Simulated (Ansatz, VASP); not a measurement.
## One calculation of Ta2N, two programs

The input POSCAR:

```
Ta2N
1.0
    3.1128615060      0.0000000000      0.0000000000
   -1.5564307530      2.6958171426      0.0000000000
    0.0000000000      0.0000000000      4.8698410000
Ta N
2 1
Direct
    0.3333333333      0.6666666667      0.2547110000
    0.6666666667      0.3333333333      0.7452890000
    0.0000000000      0.0000000000      0.0000000000
```

Contents of INCAR.step1:

```
SYSTEM = Ta2N
PREC = Accurate
ENCUT = 520
ISMEAR = -1
SIGMA = 0.05
LREAL = .False.
LASPH = .True.
NELM = 150
LMAXMIX = 4
LDAU = .True.
LDAUTYPE = 2
LDAUL = 2 -1
LDAUU = 1 0
LDAUJ = 0 0
NBANDS = 20
GGA = PE
ALGO = Normal
EDIFF = 1E-4
LWAVE = .True.
LCHARG = .False.
```

The input INCAR.step2:

```
SYSTEM = Ta2N
PREC = Accurate
ENCUT = 520
EDIFF = 1E-6
ISMEAR = -1
SIGMA = 0.05
LREAL = .False.
LASPH = .True.
NELM = 150
ALGO = Normal
ISIF = 2
LWAVE = .False.
LCHARG = .True.
LMAXMIX = 4
LDAU = .True.
LDAUTYPE = 2
LDAUL = 2 -1
LDAUU = 1 0
LDAUJ = 0 0
LDAUPRINT = 1
METAGGA = R2SCAN
LMIXTAU = .True.
LELF = .True.
LVHAR = .True.
NBANDS = 20
ISTART = 1
```

The input KPOINTS:

```
regular mesh
0
Gamma
  10 10 6
  0 0 0
```

File input.yaml:

```yaml
crystal:
  lattice:
    - [3.112861506, 0.0, 0.0]
    - [-1.556430753, 2.6958171426, 0.0]
    - [0.0, 0.0, 4.869841]
  atoms:
    - { symbol: Ta, position: [0.3333333333, 0.6666666667, 0.254711] }
    - { symbol: Ta, position: [0.6666666667, 0.3333333333, 0.745289] }
    - { symbol: "N", position: [0.0, 0.0, 0.0] }
hamiltonian:
  xc: r2scan
  pseudopotentials: { kind: paw }
  hubbard: { sites: [{ species: Ta, l: d, u_eff: 1.0 }] }
kpoints:
  mp_grid: { grid: [10, 10, 6] }
  band_path:
    path:
      - [[0.0, 0.0, 0.0], [0.5, 0.0, 0.0], [0.3333333333, 0.3333333333, 0.0], [0.0, 0.0, 0.0], [0.0, 0.0, 0.5], [0.5, 0.0, 0.5], [0.3333333333, 0.3333333333, 0.5], [0.0, 0.0, 0.5]]
      - [[0.5, 0.0, 0.5], [0.5, 0.0, 0.0]]
      - [[0.3333333333, 0.3333333333, 0.0], [0.3333333333, 0.3333333333, 0.5]]
    npoints: 14
scf:
  occupations: { method: fermi_dirac, width: 0.05 }
  n_extra_bands: 7
output:
  forces: true
  stress: true
  eigenvalues: true
  fatbands: false
```

Alike in both runs: functional r2SCAN; k mesh 10 × 10 × 6; occupations fermi-dirac, width 0.05 eV; no spin polarisation; Hubbard terms Ta d U = 1.0 eV.

```csv
,VASP,Ansatz
version,VASP 6.6.1,Ansatz 0.2.0
potentials or method,"VASP PAW PBE potentials, release 64 (Ta_pv, N)",Ansatz PAW
plane-wave cutoff (eV),520,500
valence electrons in the cell,27,31
task,single point,band structure
```

VASP gave:

* gap on the k mesh at the Fermi level (eV): none
* pressure (GPa): -1.5
* traceless stress, the component that is largest in VASP (GPa): 2.32
* rms of the force components (eV/Å): 0.139

Question: Estimate Ansatz's values.

Answer: gap on the k mesh at the Fermi level (eV): none; pressure (GPa): -4.7; traceless stress, the component that is largest in VASP (GPa): 2.41; rms of the force components (eV/Å): 0.067.

VASP's potentials were made for PBE, not for r2SCAN. The programs project onto different local orbitals, so the same U acts differently, and such runs can settle in different states. Atom by atom the forces differ by 0.073 eV/Å (rms over components). A gap of «none» marks a metal or a gap that the smearing closes. VASP's potentials hold 27 valence electrons a cell and Ansatz's 31, so a difference there can come from the potentials and not from the codes.

Spin-orbit coupling is off throughout.
